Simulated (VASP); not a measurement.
# AlNi (P4mm) in VASP: a series of runs, part 2 of 2

VASP 6.6.1. Earlier steps stand in the parts before.

### Step 3. Single point, PBEsol

This run uses another cell than the first one, of 14.45 Å³/atom.

INCAR

```
PREC = Accurate
ENCUT = 520
EDIFF = 1E-6
ISMEAR = 0
SIGMA = 0.15
LREAL = False
LASPH = True
NELM = 80
ALGO = Fast
ISIF = 2
LWAVE = False
LCHARG = False
GGA = PS
NBANDS = 28
```

KPOINTS

```
Automatic mesh
0
Gamma
  15 15 5
```

POSCAR

```
AlNi
1.0
    0.0000000000     -2.8618233747      0.0000000000
    0.0000000000      0.0000000000     -2.8618233747
   10.5854701242      0.0000000000      0.0000000000
Al Ni
3 3
Direct
    1.0000000000      0.0000000000      0.0675884807
    1.0000000000      0.0000000000      0.3379424037
    1.0000000000      0.0000000000      0.6082963267
    0.5000000000      0.5000000000      0.7434732882
    0.5000000000      0.5000000000      0.2027654422
    0.5000000000      0.5000000000      0.4731193652
```

Potentials or basis: VASP PAW PBE potentials, release 64 (Al, Ni).

Started as:

```bash
$ cat potpaw_PBE.64/Al/POTCAR potpaw_PBE.64/Ni/POTCAR > POTCAR
$ mpirun -np 1 vasp_std > vasp.out
```

OUTCAR:

```text
PREC = Accurate
   ENCUT = 520
   EDIFF = 1E-6
   ISMEAR = 0
   LREAL = False
   LASPH = True
   NELM = 80
   ISIF = 2
   GGA = PS

 ion  position               nearest neighbor table
   1  0.000  0.000  0.068-   5 2.48   5 2.48   5 2.48   5 2.48   2 2.86
   2  0.000  0.000  0.338-   5 2.48   6 2.48   5 2.48   6 2.48   5 2.48   6 2.48   5 2.48   6 2.48
                             1 2.86   3 2.86
   3  0.000  0.000  0.608-   4 2.48   6 2.48   4 2.48   6 2.48   4 2.48   6 2.48   4 2.48   6 2.48
                             2 2.86
   4  0.500  0.500  0.743-   3 2.48   3 2.48   3 2.48   3 2.48   6 2.86
   5  0.500  0.500  0.203-   1 2.48   1 2.48   1 2.48   1 2.48   2 2.48   2 2.48   2 2.48   2 2.48
                             6 2.86
   6  0.500  0.500  0.473-   2 2.48   3 2.48   2 2.48   3 2.48   2 2.48   3 2.48   2 2.48   3 2.48
                             4 2.86   5 2.86

  LATTYP: Found a simple tetragonal cell.
 ALAT       =     2.8618233747
 C/A-ratio  =     3.6988551487

  Lattice vectors:

 A1 = (   0.0000000000,  -2.8618233747,   0.0000000000)
 A2 = (   0.0000000000,   0.0000000000,  -2.8618233747)
 A3 = (  10.5854701242,   0.0000000000,   0.0000000000)

Analysis of symmetry for initial positions (statically):
=====================================================================
 Subroutine PRICEL returns:
 Original cell was already a primitive cell.

 Routine SETGRP: Setting up the symmetry group for a
 simple tetragonal supercell.

 Subroutine GETGRP returns: Found  8 space group operations
 (whereof  8 operations were pure point group operations)
 out of a pool of 16 trial point group operations.

The static configuration has the point symmetry C_4v.

Analysis of symmetry for dynamics (positions and initial velocities):
=====================================================================
 Subroutine PRICEL returns:
 Original cell was already a primitive cell.

 Routine SETGRP: Setting up the symmetry group for a
 simple tetragonal supercell.

 Subroutine GETGRP returns: Found  8 space group operations
[... 136 lines left out ...]
   GGA     = PS    functional components
   LHFCALC =     F    Hartree Fock is set to
   AEXX    =    0.0000 exact exchange contribution
   IVDW    =     0    specifies the selected vdW correction
   LEPSILON=     F    determine dielectric tensor
   LRPA    =     F    only Hartree local field effects (RPA)
 non-spin polarized calculation
 RMM-DIIS sequential band-by-band and
 Gauss-broadening in eV      SIGMA  =   0.15
  energy-cutoff  :      520.00
  volume of cell :       86.70
 maximum number of plane-waves:      2368
 NGX is ok and might be reduce to    24
   NGX = 11   NGY = 11   NGZ = 39

 number of electron      39.0000017 magnetization

 Free energy of the ion-electron system (eV)
  ---------------------------------------------------
  ext. energy  EPLUGINS =         0.00000000
  ---------------------------------------------------
  free energy    TOTEN  =       -32.56196980 eV

  energy without entropy =      -32.52557663  energy(sigma->0) =      -32.54377321

 E-fermi :   7.5163     XC(G=0): -11.0547

 val. band max:        7.5084411182   @ k =   0.2000   0.0667   0.2000
 cond. band min:       7.5217957439   @ k =   0.4000   0.2667   0.4000
 fundamental gap:      0.0133546257
 Fermi energy:         7.5163199005

 k-point     1 :       0.0000    0.0000    0.0000
  band No.  band energies     occupation
      1      -3.3400      2.00000
      2      -1.9771      2.00000
      3      -0.2559      2.00000
      4       2.2899      2.00000
      5       3.5550      2.00000
      6       4.2406      2.00000
[... 733 lines left out ...]
     27      13.4785      0.00000
     28      13.7906      0.00000

 [... further k-points ...]

------------------------ aborting loop because EDIFF is reached ----------------------------------------

  FORCE on cell =-STRESS in cart. coord.  units (eV):
  Direction    XX          YY          ZZ          XY          YZ          ZX
  --------------------------------------------------------------------------------------
  -------------------------------------------------------------------------------------
  Total       -3.3882002     -3.0873565     -3.0873565      0.0000000      0.0000000      0.0000000
  in kB      -62.6157872    -57.0560319    -57.0560319      0.0000000      0.0000000      0.0000000
  external PRESSURE =     -58.9092837 kB  Pullay stress =       0.0000000 kB

 VOLUME and BASIS-vectors are now :
 -----------------------------------------------------------------------------
  energy-cutoff  :      520.00
  volume of cell :       86.70
      direct lattice vectors                 reciprocal lattice vectors
     0.000000000 -2.861823375  0.000000000     0.000000000 -0.349427574  0.000000000
     0.000000000  0.000000000 -2.861823375     0.000000000  0.000000000 -0.349427574
    10.585470124  0.000000000  0.000000000     0.094469116  0.000000000  0.000000000

 POSITION                                       TOTAL-FORCE (eV/Angst)
 -----------------------------------------------------------------------------------
      0.71546      0.00000      0.00000        -0.391474      0.000000     -0.000000
      3.57728      0.00000      0.00000         0.112139      0.000000     -0.000000
      6.43910      0.00000      0.00000         0.920443      0.000000      0.000000
      7.87001     -1.43091     -1.43091        -0.061807     -0.000000      0.000000
      2.14637     -1.43091     -1.43091        -0.406867     -0.000000      0.000000
      5.00819     -1.43091     -1.43091        -0.172434      0.000000      0.000000
 -----------------------------------------------------------------------------------
    total drift:                                0.000869     -0.000000      0.000000

  FREE ENERGIE OF THE ION-ELECTRON SYSTEM (eV)
  ---------------------------------------------------
  free  energy   TOTEN  =       -32.5619697976 eV

  energy  without entropy=      -32.5255766299  energy(sigma->0) =      -32.54377321
```

OSZICAR:

```text
N       E                     dE             d eps       ncg     rms          rms(c)
DAV:   1     0.218287017465E+03    0.21829E+03   -0.16312E+04  6048   0.150E+03
DAV:   2    -0.242890411120E+02   -0.24258E+03   -0.23215E+03  6064   0.308E+02
DAV:   3    -0.374655616256E+02   -0.13177E+02   -0.12783E+02  6884   0.940E+01
[... 11 lines left out ...]
RMM:  15    -0.325621124844E+02    0.22444E-04   -0.95606E-04  7568   0.177E-01    0.181E-01
RMM:  16    -0.325619629727E+02    0.14951E-03   -0.51608E-04  7170   0.175E-01    0.290E-02
RMM:  17    -0.325619698604E+02   -0.68877E-05   -0.11480E-04  8359   0.650E-02    0.201E-02
RMM:  18    -0.325619705746E+02   -0.71426E-06   -0.18423E-05  6424   0.206E-02    0.139E-02
RMM:  19    -0.325619697976E+02    0.77701E-06   -0.23976E-06  4739   0.100E-02
   1 F= -.32561970E+02 E0= -.32543773E+02  d E =-.363932E-01
```

stdout:

```text
POSCAR found type information on POSCAR AlNi
 POSCAR found :  2 types and       6 ions
 scaLAPACK will be used
 -----------------------------------------------------------------------------
|                                                                             |
|                                                                             |
|     You enforced a specific xc type in the INCAR file but a different       |
|     I HOPE YOU KNOW WHAT YOU ARE DOING!                                     |
|                                                                             |
 -----------------------------------------------------------------------------

 LDA part: xc-table for (Slater+PW92), standard interpolation
 POSCAR, INCAR and KPOINTS ok, starting setup
 FFT: planning ... GRIDC
 FFT: planning ... GRID_SOFT
 FFT: planning ... GRID
 WAVECAR not read
 entering main loop
```

Run time: 2.4 min. Hardware: 1 thread of Intel Xeon 6975P-C (Granite Rapids), shared host; peak memory 0.35 GiB.

Results:

```yaml
Free_energy: -32.5620 eV
Pressure: -5.9 GPa
Largest_force: 0.920 eV/Å
Band_gap_on_the_k_mesh: zero (an odd number of electrons rules out a gap without spin polarisation)
```

Forces in eV/Å, atoms in the order of the input:
```
Al  -0.391  0.000  0.000
Al   0.112  0.000  0.000
Al   0.920  0.000  0.000
Ni  -0.062  0.000  0.000
Ni  -0.407  0.000  0.000
Ni  -0.172  0.000  0.000
```

Levels at points of the mesh, in eV from the Fermi level:
| k point | band 16 | band 17 | band 18 | band 19 | band 20 | band 21 | band 22 | band 23 |
| --- | --- | --- | --- | --- | --- | --- | --- | --- |
| (0.00, 0.00, 0.00) | -1.44 | -0.94 | -0.94 | -0.58 | -0.40 | 2.94 | 3.51 | 6.05 |

Caveat: the cell stands under tension; the PAW data sets were made with another functional, which shifts forces and pressure a little. Spin polarisation is off, so any magnetic state and its effect on volume and gap are missing.

### Step 4. Single point, PBEsol

This run uses another cell than the first one, of 16.09 Å³/atom.

INCAR

```
SYSTEM = AlNi
PREC = Accurate ; ENCUT = 520
EDIFF = 1E-7 ; ISMEAR = 0
SIGMA = 0.15 ; LREAL = .FALSE.
LASPH = .TRUE. ; NELM = 80
ALGO = Fast ; ISIF = 2
LWAVE = .FALSE. ; LCHARG = .FALSE.
GGA = PS ; NBANDS = 28
```

KPOINTS

```
Automatic mesh
0
G
  15 15 5
  0 0 0
```

POSCAR

```
AlNi
1.0
    0.0000000000     -2.8618233747      0.0000000000
    0.0000000000      0.0000000000     -2.8618233747
   11.7854701242      0.0000000000      0.0000000000
Al Ni
3 3
Direct
    1.0000000000      0.0000000000      0.0607066020
    1.0000000000      0.0000000000      0.3035330098
    1.0000000000      0.0000000000      0.5463594176
    0.5000000000      0.5000000000      0.6677726215
    0.5000000000      0.5000000000      0.1821198059
    0.5000000000      0.5000000000      0.4249462137
```

Potentials or basis: VASP PAW PBE potentials, release 64 (Al, Ni).

Started as:

```bash
$ cat potpaw_PBE.64/Al/POTCAR potpaw_PBE.64/Ni/POTCAR > POTCAR
$ mpirun -np 1 vasp_std > vasp.out
```

OUTCAR:

```text
SYSTEM = AlNi
   PREC = Accurate
   ENCUT = 520
   EDIFF = 1E-7
   ISMEAR = 0
   LREAL = .FALSE.
   LASPH = .TRUE.
   NELM = 80
   ISIF = 2
   GGA = PS

 ion  position               nearest neighbor table
   1  0.000  0.000  0.061-   5 2.48   5 2.48   5 2.48   5 2.48   2 2.86
   2  0.000  0.000  0.304-   5 2.48   6 2.48   5 2.48   6 2.48   5 2.48   6 2.48   5 2.48   6 2.48
                             1 2.86   3 2.86
   3  0.000  0.000  0.546-   4 2.48   4 2.48   4 2.48   4 2.48   6 2.48   6 2.48   6 2.48   6 2.48
                             2 2.86
   4  0.500  0.500  0.668-   3 2.48   3 2.48   3 2.48   3 2.48   6 2.86
   5  0.500  0.500  0.182-   1 2.48   2 2.48   1 2.48   2 2.48   1 2.48   2 2.48   1 2.48   2 2.48
                             6 2.86
   6  0.500  0.500  0.425-   2 2.48   2 2.48   2 2.48   2 2.48   3 2.48   3 2.48   3 2.48   3 2.48
                             5 2.86   4 2.86

  LATTYP: Found a simple tetragonal cell.
 ALAT       =     2.8618233747
 C/A-ratio  =     4.1181682379

  Lattice vectors:

 A1 = (   0.0000000000,  -2.8618233747,   0.0000000000)
 A2 = (   0.0000000000,   0.0000000000,  -2.8618233747)
 A3 = (  11.7854701242,   0.0000000000,   0.0000000000)

Analysis of symmetry for initial positions (statically):
=====================================================================
 Subroutine PRICEL returns:
 Original cell was already a primitive cell.

 Routine SETGRP: Setting up the symmetry group for a
 simple tetragonal supercell.

 Subroutine GETGRP returns: Found  8 space group operations
 (whereof  8 operations were pure point group operations)
 out of a pool of 16 trial point group operations.

The static configuration has the point symmetry C_4v.

Analysis of symmetry for dynamics (positions and initial velocities):
=====================================================================
[... 140 lines left out ...]
  Fermi-wavevector in a.u.,A,eV,Ry     =   1.210279  2.287096 19.929479  1.464775
  Thomas-Fermi vector in A             =   2.345831
   LORBIT       =      0    0 simple, 1 ext, 2 COOP (PROOUT), +10 PAW based schemes
   GGA     = PS    functional components
   LHFCALC =     F    Hartree Fock is set to
   AEXX    =    0.0000 exact exchange contribution
   IVDW    =     0    specifies the selected vdW correction
   LEPSILON=     F    determine dielectric tensor
   LRPA    =     F    only Hartree local field effects (RPA)
 non-spin polarized calculation
 RMM-DIIS sequential band-by-band and
 Gauss-broadening in eV      SIGMA  =   0.15
  energy-cutoff  :      520.00
  volume of cell :       96.52
 maximum number of plane-waves:      2631
 NGX is ok and might be reduce to    24
   NGX = 11   NGY = 11   NGZ = 43

 number of electron      39.0000016 magnetization

 Free energy of the ion-electron system (eV)
  ---------------------------------------------------
  ext. energy  EPLUGINS =         0.00000000
  ---------------------------------------------------
  free energy    TOTEN  =       -32.11371993 eV

  energy without entropy =      -32.07120686  energy(sigma->0) =      -32.09246339

 E-fermi :   6.3233     XC(G=0): -10.2808

 val. band max:        6.3227690689   @ k =   0.3333   0.0000   0.0000
 cond. band min:       6.3276058518   @ k =   0.4000   0.0000   0.0000
 fundamental gap:      0.0048367829
 Fermi energy:         6.3233096950

 k-point     1 :       0.0000    0.0000    0.0000
  band No.  band energies     occupation
      1      -4.5266      2.00000
      2      -3.2035      2.00000
      3      -1.3352      2.00000
      4       0.9388      2.00000
      5       2.5373      2.00000
      6       3.0511      2.00000
[... 733 lines left out ...]
     27      11.7416      0.00000
     28      12.2209      0.00000

 [... further k-points ...]

------------------------ aborting loop because EDIFF is reached ----------------------------------------

  FORCE on cell =-STRESS in cart. coord.  units (eV):
  Direction    XX          YY          ZZ          XY          YZ          ZX
  --------------------------------------------------------------------------------------
  -------------------------------------------------------------------------------------
  Total       -1.5369431     -3.2850473     -3.2850473      0.0000000      0.0000000      0.0000000
  in kB      -25.5114897    -54.5280099    -54.5280099      0.0000000      0.0000000      0.0000000
  external PRESSURE =     -44.8558365 kB  Pullay stress =       0.0000000 kB

 VOLUME and BASIS-vectors are now :
 -----------------------------------------------------------------------------
  energy-cutoff  :      520.00
  volume of cell :       96.52
      direct lattice vectors                 reciprocal lattice vectors
     0.000000000 -2.861823375  0.000000000     0.000000000 -0.349427574  0.000000000
     0.000000000  0.000000000 -2.861823375     0.000000000  0.000000000 -0.349427574
    11.785470124  0.000000000  0.000000000     0.084850243  0.000000000  0.000000000

 POSITION                                       TOTAL-FORCE (eV/Angst)
 -----------------------------------------------------------------------------------
      0.71546      0.00000      0.00000         0.116352     -0.000000     -0.000000
      3.57728      0.00000      0.00000         0.083796     -0.000000     -0.000000
      6.43910      0.00000      0.00000         1.008143     -0.000000      0.000000
      7.87001     -1.43091     -1.43091        -0.608660      0.000000     -0.000000
      2.14637     -1.43091     -1.43091        -0.401368     -0.000000     -0.000000
      5.00819     -1.43091     -1.43091        -0.198263     -0.000000     -0.000000
 -----------------------------------------------------------------------------------
    total drift:                               -0.000206     -0.000000      0.000000

  FREE ENERGIE OF THE ION-ELECTRON SYSTEM (eV)
  ---------------------------------------------------
  free  energy   TOTEN  =       -32.1137199263 eV

  energy  without entropy=      -32.0712068588  energy(sigma->0) =      -32.09246339
```

OSZICAR:

```text
N       E                     dE             d eps       ncg     rms          rms(c)
DAV:   1     0.221057705023E+03    0.22106E+03   -0.16222E+04  6048   0.146E+03
DAV:   2    -0.233321272389E+02   -0.24439E+03   -0.23381E+03  6080   0.305E+02
DAV:   3    -0.371246194626E+02   -0.13792E+02   -0.13415E+02  6920   0.958E+01
[... 14 lines left out ...]
RMM:  18    -0.321137200110E+02   -0.25765E-05   -0.47714E-05  7661   0.507E-02    0.190E-02
RMM:  19    -0.321137198104E+02    0.20066E-06   -0.16205E-05  8551   0.217E-02    0.713E-03
RMM:  20    -0.321137198239E+02   -0.13543E-07   -0.11025E-06  6735   0.637E-03    0.777E-03
RMM:  21    -0.321137199702E+02   -0.14625E-06   -0.35350E-07  5498   0.491E-03    0.202E-03
RMM:  22    -0.321137199263E+02    0.43818E-07   -0.12552E-07  4191   0.301E-03
   1 F= -.32113720E+02 E0= -.32092463E+02  d E =-.425131E-01
```

Wall time 3 min (1 thread of Intel Xeon 6975P-C (Granite Rapids), shared host); peak memory 0.39 GiB.

Results:

```yaml
Free_energy: -32.1137 eV
Pressure: -4.5 GPa
Largest_force: 1.008 eV/Å
Band_gap_on_the_k_mesh: zero (an odd number of electrons rules out a gap without spin polarisation)
```

Forces on the atoms (eV/Å):
```
Al   0.116  0.000  0.000
Al   0.084  0.000  0.000
Al   1.008  0.000  0.000
Ni  -0.609  0.000  0.000
Ni  -0.401  0.000  0.000
Ni  -0.198  0.000  0.000
```

Levels at points of the mesh, in eV from the Fermi level:
| k point | band 16 | band 17 | band 18 | band 19 | band 20 | band 21 | band 22 | band 23 | band 24 | band 25 |
| --- | --- | --- | --- | --- | --- | --- | --- | --- | --- | --- |
| (0.00, 0.00, 0.00) | -1.10 | -0.90 | -0.90 | -0.60 | -0.56 | 1.76 | 2.88 | 6.06 | 6.06 | 7.52 |

Caveat: the cell stands under tension; the PAW data sets were made with another functional, which shifts forces and pressure a little.

### Step 5. Summary

```csv
cell,further INCAR settings,gap on the mesh (eV),pressure (GPa),largest force (eV/Å)
"a = 2.862, b = 2.862, c = 9.785 Å, 6 atoms",ALGO = Fast; EDIFF = 1e-06; NBANDS = 28,none,-7.0,1.12
"a = 2.862, b = 2.862, c = 10.585 Å, 6 atoms",ALGO = Fast; EDIFF = 1e-06; NBANDS = 28,none,-5.9,0.92
"a = 2.862, b = 2.862, c = 11.785 Å, 6 atoms",ALGO = Fast; EDIFF = 1e-07; NBANDS = 28,none,-4.5,1.01
```

Alike in all rows: task single point; level PBEsol; potentials or basis VASP PAW PBE potentials, release 64 (Al, Ni); no spin polarisation; k mesh 15 × 15 × 5; cutoff (eV) 520; smearing gaussian 0.15 eV.

Caveats: the cell stands under tension; the PAW data sets were made with another functional, which shifts forces and pressure a little.

Absolute energies hang on the potentials; compare differences alone.
